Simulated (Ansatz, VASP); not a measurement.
# One calculation of C, two programs

```
C
1.0
     1.25948    0.72716    4.10587
    -1.25948    0.72716    4.10587
     0.00000   -1.45433    4.10587
C
3
Direct
  0.00000 0.00000 0.00000
  0.26360 0.26360 0.26360
  0.73640 0.73640 0.73640
```

Alike in both runs: functional r2SCAN; k mesh 21 × 21 × 21; occupations gaussian, width 0.1 eV; no spin polarisation.

Ansatz relaxed the structure, and its values are those at the end. VASP's run is a single point on that final structure, the one shown.

|  | VASP | Ansatz |
| --- | --- | --- |
| version | VASP 6.6.1 | Ansatz 0.2.0 |
| potentials or method | VASP PAW PBE potentials, release 64 (C), cutoff 520 eV | scalar-relativistic, plane waves, PAW |
| valence electrons in the cell | 12 | 12 |

Ansatz gave:

```
gap on the k mesh at the Fermi level (eV) : none
pressure (GPa)                            : 0.0
rms of the force components (eV/Å)        : 0.000
```

Estimate VASP's values.

gap on the k mesh at the Fermi level (eV): none; pressure (GPa): 0.5; rms of the force components (eV/Å): 0.018.

VASP's potentials were made for PBE, not for r2SCAN. A gap of «none» marks a metal or a gap that the smearing closes.
